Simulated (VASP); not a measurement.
# C (Fddd) in VASP: notebook

C is run at these levels: r2SCAN; tasks: single point.

All numbers are computed with VASP 6.6.1; they aren't measurements. Logs are shortened: lines on timing, memory, paths and dates and some standing lists are left out, and cuts for length are marked.

## Step 1: The cell of the first run

The structure is orthorhombic, space group Fddd (No. 70). Conventional cell: a = 3.299 Å, b = 3.567 Å, c = 3.834 Å, α = 90.00°, β = 90.00°, γ = 90.00°. Within 2.1 Å of C (site symmetry 222) lie 4 C at 1.55 Å.

## Step 2: Single point, r2SCAN (strain -0.0750 x Voigt [1, -1, 0, 0, 0, 0])

POSCAR

```
C
1.0
    0.0000000000      1.9171550000      1.7834000000
    1.6496450000      0.0000000000      1.7834000000
    1.6496450000      1.9171550000      0.0000000000
C
2
Direct
    0.5000000000      0.5000000000      0.5000000000
    0.7500000000      0.7500000000      0.7500000000
```

INCAR.step1

```
SYSTEM = C
PREC = Accurate
ENCUT = 520
ISMEAR = 0
SIGMA = 0.05
LREAL = .FALSE.
LASPH = .TRUE.
NELM = 60
NBANDS = 11
GGA = PE
ALGO = Normal
EDIFF = 1E-4
LWAVE = .TRUE.
LCHARG = .FALSE.
```

INCAR.step2

```
SYSTEM = C
PREC = Accurate
ENCUT = 520
EDIFF = 1E-6
ISMEAR = 0
SIGMA = 0.05
LREAL = .FALSE.
LASPH = .TRUE.
NELM = 60
ALGO = Normal
ISIF = 2
LWAVE = .FALSE.
LCHARG = .FALSE.
METAGGA = R2SCAN
LMIXTAU = .TRUE.
NBANDS = 11
ISTART = 1
```

KPOINTS

```
Automatic mesh
0
G
  12 12 12
  0 0 0
```

Potentials or basis: VASP PAW PBE potentials, release 64 (C).

The run is started by

```sh
$ cat potpaw_PBE.64/C/POTCAR > POTCAR
$ cp INCAR.step1 INCAR
$ mpirun -np 1 vasp_std > vasp.out
$ cp INCAR.step2 INCAR
$ mpirun -np 1 vasp_std > vasp.out
```

OUTCAR:

```text
SYSTEM = C
   PREC = Accurate
   ENCUT = 520
   EDIFF = 1E-6
   ISMEAR = 0
   LREAL = .FALSE.
   LASPH = .TRUE.
   NELM = 60
   ISIF = 2
   METAGGA = R2SCAN
   ISTART = 1

 ion  position               nearest neighbor table
   1  0.500  0.500  0.500-   2 1.55   2 1.55   2 1.55   2 1.55
   2  0.750  0.750  0.750-   1 1.55   1 1.55   1 1.55   1 1.55

  LATTYP: Found a face centered orthorhombic cell.
 ALAT       =     3.2992900000
 B/A-ratio  =     1.0810810811
 C/A-ratio  =     1.1621621622

  Lattice vectors:

 A1 = (   0.0000000000,   1.9171550000,  -1.7834000000)
 A2 = (   1.6496450000,   1.9171550000,   0.0000000000)
 A3 = (   1.6496450000,   0.0000000000,  -1.7834000000)

Analysis of symmetry for initial positions (statically):
=====================================================================
 Subroutine PRICEL returns:
 Original cell was already a primitive cell.

 Routine SETGRP: Setting up the symmetry group for a
 face centered orthorhombic supercell.

 Subroutine GETGRP returns: Found  8 space group operations
 (whereof  4 operations were pure point group operations)
 out of a pool of  8 trial point group operations.

The static configuration has the point symmetry D_2 .
 The point group associated with its full space group is D_2h.

Analysis of symmetry for dynamics (positions and initial velocities):
=====================================================================
 Subroutine PRICEL returns:
 Original cell was already a primitive cell.

 Routine SETGRP: Setting up the symmetry group for a
 face centered orthorhombic supercell.

 Subroutine GETGRP returns: Found  8 space group operations
 (whereof  4 operations were pure point group operations)
 out of a pool of  8 trial point group operations.

The dynamic configuration has the point symmetry D_2 .
 The point group associated with its full space group is D_2h.

 Subroutine INISYM returns: Found  8 space group operations
 (whereof  4 operations are pure point group operations),
 and found     1 'primitive' translations

----------------------------------------------------------------------------------------

                                     Primitive cell

  volume of cell :      11.2805

  direct lattice vectors                    reciprocal lattice vectors
     0.000000000  1.917155000  1.783400000    -0.303095514  0.260803117  0.280363351
     1.649645000  0.000000000  1.783400000     0.303095514 -0.260803117  0.280363351
[... 88 lines left out ...]
   NSW    =      0    number of steps for IOM
   IBRION =     -1    ionic relax: 0-MD 1-quasi-New 2-CG
   NFREE  =      0    steps in history (QN), initial steepest desc. (CG)
   ISIF   =      2    stress and relaxation
   ISYM   =      2    0-nonsym 1-usesym 2-fastsym
   POTIM  = 0.5000    time-step for ionic-motion
   TEBEG  =    0.0;   TEEND  =   0.0 temperature during run
   PSTRESS=    0.0 pullay stress
   NELECT =       8.0000    total number of electrons
   NUPDOWN=      -1.0000    fix difference up-down
   EMIN   =  10.00;   EMAX   =-10.00  energy-range for DOS
   EFERMI =   0.00;   METHOD = LEGACY
   ISMEAR =     0;   SIGMA  =   0.05  broadening in eV -4-tet -1-fermi 0-gaus
   EFERMI_NEDOS =   21; number of points for ismear=-14 and -15
   IALGO  =     38    algorithm
   IMIX   =      4    mixing-type and parameters
     AMIX     =   0.40;   BMIX     =  1.00
     AMIX_MAG =   1.60;   BMIX_MAG =  1.00
  volume/ion in A,a.u.               =       5.64        38.06
  Fermi-wavevector in a.u.,A,eV,Ry     =   1.459921  2.758851 28.999037  2.131369
  Thomas-Fermi vector in A             =   2.576431
   LORBIT       =      0    0 simple, 1 ext, 2 COOP (PROOUT), +10 PAW based schemes
   METAGGA = R2SCAN    functional components
   LHFCALC =     F    Hartree Fock is set to
   AEXX    =    0.0000 exact exchange contribution
   IVDW    =     0    specifies the selected vdW correction
   LEPSILON=     F    determine dielectric tensor
   LRPA    =     F    only Hartree local field effects (RPA)
 non-spin polarized calculation
 Gauss-broadening in eV      SIGMA  =   0.05
  energy-cutoff  :      520.00
  volume of cell :       11.28
 maximum number of plane-waves:       322
   NGX =  9   NGY =  9   NGZ =  9

 number of electron       8.0000000 magnetization

 Free energy of the ion-electron system (eV)
  ---------------------------------------------------
  ext. energy  EPLUGINS =         0.00000000
  ---------------------------------------------------
  free energy    TOTEN  =       -19.26686215 eV

  energy without entropy =      -19.26686215  energy(sigma->0) =      -19.26686215

 E-fermi :  11.1637     XC(G=0): -14.3062

 val. band max:       10.9321213050   @ k =   0.0000   0.0000   0.0000
 cond. band min:      12.3892328083   @ k =   0.0000   0.4167   0.4167
 fundamental gap:      1.4571115033
 Fermi energy:        11.1637168851

 k-point     1 :       0.0000    0.0000    0.0000
  band No.  band energies     occupation
      1     -12.9469      2.00000
      2       8.5446      2.00000
      3       9.9874      2.00000
      4      10.9321      2.00000
      5      14.8298      0.00000
      6      15.8679      0.00000
      7      16.8346      0.00000
      8      23.4060      0.00000
      9      30.4993      0.00000
     10      33.2890      0.00000
     11      35.2392      0.00000
[... 309 lines left out ...]
 k-point    24 :      -0.4167    0.1667    0.0000
  band No.  band energies     occupation
      1      -6.4359      2.00000
      2      -3.3879      2.00000
      3       3.7554      2.00000
      4       6.1939      2.00000
      5      17.4015      0.00000
      6      19.1652      0.00000
      7      23.2725      0.00000
      8      26.1138      0.00000
      9      30.2494      0.00000
     10      35.3844      0.00000
     11      36.4818      0.00000

 [... further k-points ...]
[... 5 lines left out ...]
  --------------------------------------------------------------------------------------
  -------------------------------------------------------------------------------------
  Total        4.9713877     -5.3936622      0.8096398      0.0000000      0.0000000      0.0000000
  in kB      706.0927298   -766.0689317    114.9941990      0.0000000      0.0000000      0.0000000
  external PRESSURE =      18.3393324 kB  Pullay stress =       0.0000000 kB

 VOLUME and BASIS-vectors are now :
 -----------------------------------------------------------------------------
  energy-cutoff  :      520.00
  volume of cell :       11.28
      direct lattice vectors                 reciprocal lattice vectors
     0.000000000  1.917155000  1.783400000    -0.303095514  0.260803117  0.280363351
     1.649645000  0.000000000  1.783400000     0.303095514 -0.260803117  0.280363351
     1.649645000  1.917155000  0.000000000     0.303095514  0.260803117 -0.280363351

 POSITION                                       TOTAL-FORCE (eV/Angst)
 -----------------------------------------------------------------------------------
      1.64965      1.91715      1.78340         0.000000      0.000000     -0.000000
      2.47447      2.87573      2.67510        -0.000000     -0.000000      0.000000
 -----------------------------------------------------------------------------------
    total drift:                                0.000000     -0.000000      0.000000

  FREE ENERGIE OF THE ION-ELECTRON SYSTEM (eV)
  ---------------------------------------------------
  free  energy   TOTEN  =       -19.2668621541 eV

  energy  without entropy=      -19.2668621541  energy(sigma->0) =      -19.26686215
```

OSZICAR.step1:

```text
N       E                     dE             d eps       ncg     rms          rms(c)
DAV:   1     0.107744384388E+01    0.10774E+01   -0.47202E+03  6536   0.698E+02
DAV:   2    -0.180656016918E+02   -0.19143E+02   -0.18399E+02  8102   0.126E+02
DAV:   3    -0.184388207552E+02   -0.37322E+00   -0.37204E+00  7138   0.132E+01
DAV:   4    -0.184394362438E+02   -0.61549E-03   -0.61547E-03  6649   0.664E-01
DAV:   5    -0.184394369373E+02   -0.69349E-06   -0.69306E-06  6979   0.210E-02    0.552E+00
DAV:   6    -0.179708668340E+02    0.46857E+00   -0.24382E-01  6337   0.348E+00    0.330E+00
DAV:   7    -0.178131688358E+02    0.15770E+00   -0.29743E-01  6597   0.390E+00    0.751E-01
DAV:   8    -0.178148437019E+02   -0.16749E-02   -0.82129E-03  6505   0.685E-01    0.429E-02
DAV:   9    -0.178148765946E+02   -0.32893E-04   -0.54533E-05  5790   0.600E-02
   1 F= -.17814877E+02 E0= -.17814877E+02  d E =-.337883E-29
```

Run time: 3.5 min. Hardware: 1 thread of AMD EPYC 7R43 (Zen 3), shared host; peak memory 0.1 GiB.

Results:

```yaml
Free_energy: -19.2669 eV
Pressure: 1.8 GPa
Band_gap_on_the_k_mesh: 1.46 eV, indirect (least direct gap 3.90 eV)
```

Stress tensor (GPa, compression positive):
```
 70.61   0.00   0.00
  0.00 -76.61   0.00
  0.00   0.00  11.50
```

Caveat: the cell differs from its parent crystal (strain -0.0750 x Voigt [1, -1, 0, 0, 0, 0]); the PAW data sets were made with another functional, which shifts forces and pressure a little.

## Step 3: Single point, r2SCAN (strain +0.0375 x Voigt [1, -1, 0, 0, 0, 0])

POSCAR

```
C
1.0
    0.0000000000      1.7165225000      1.7834000000
    1.8502775000      0.0000000000      1.7834000000
    1.8502775000      1.7165225000      0.0000000000
C
2
Direct
    0.5000000000      0.5000000000      0.5000000000
    0.7500000000      0.7500000000      0.7500000000
```

INCAR.step1

```
SYSTEM = C
PREC = Accurate ; ENCUT = 520
ISMEAR = 0 ; SIGMA = 0.05
LREAL = .False. ; LASPH = .True.
NELM = 100 ; NBANDS = 11
GGA = PE ; ALGO = Normal
EDIFF = 1E-4 ; LWAVE = .True.
LCHARG = .False.
```

INCAR.step2

```
SYSTEM = C
PREC = Accurate ; ENCUT = 520
EDIFF = 1E-6 ; ISMEAR = 0
SIGMA = 0.05 ; LREAL = .False.
LASPH = .True. ; NELM = 100
ALGO = Normal ; ISIF = 2
LWAVE = .False. ; LCHARG = .False.
METAGGA = R2SCAN ; LMIXTAU = .True.
NBANDS = 11 ; ISTART = 1
```

KPOINTS

```
regular mesh
0
Gamma
  12 12 12
  0 0 0
```

Potentials or basis: VASP PAW PBE potentials, release 64 (C).

The run is started by

```sh
$ cat potpaw_PBE.64/C/POTCAR > POTCAR
$ cp INCAR.step1 INCAR
$ mpirun -np 1 vasp_std > vasp.out
$ cp INCAR.step2 INCAR
$ mpirun -np 1 vasp_std > vasp.out
```

Run time: 3.5 min. Hardware: 1 thread of AMD EPYC 7R43 (Zen 3), shared host; peak memory 0.1 GiB.

Results (log left out):

```yaml
Free_energy: -19.5595 eV
Pressure: -0.6 GPa
Band_gap_on_the_k_mesh: 2.87 eV, indirect (least direct gap 4.80 eV)
```

Stress tensor (GPa, compression positive):
```
-38.65   0.00   0.00
  0.00  35.10   0.00
  0.00   0.00   1.85
```

Levels at points of the mesh, in eV from the valence-band top:
| k point | band 1 | band 2 | band 3 | band 4 | band 5 | band 6 | band 7 | band 8 | band 9 |
| --- | --- | --- | --- | --- | --- | --- | --- | --- | --- |
| (0.00, 0.00, 0.00) | -23.29 | -1.19 | -0.53 | 0.00 | 4.80 | 5.32 | 5.81 | 13.20 | 19.89 |
| (0.50, 0.00, 0.00) | -17.31 | -14.62 | -4.15 | -2.94 | 7.14 | 8.31 | 9.71 | 16.18 | 22.54 |
| (0.50, 0.50, 0.00) | -14.16 | -14.16 | -7.19 | -7.19 | 4.48 | 4.48 | 17.02 | 17.02 | 23.80 |
| (0.50, 0.00, 0.50) | -13.55 | -13.55 | -7.79 | -7.79 | 3.53 | 3.53 | 17.42 | 17.42 | 24.51 |
| (0.00, 0.50, 0.50) | -14.75 | -14.75 | -6.63 | -6.63 | 5.37 | 5.37 | 17.01 | 17.01 | 23.41 |

Caveat: the cell differs from its parent crystal (strain +0.0375 x Voigt [1, -1, 0, 0, 0, 0]); the PAW data sets were made with another functional, which shifts forces and pressure a little.

(Part 1 of 2 ends here.)
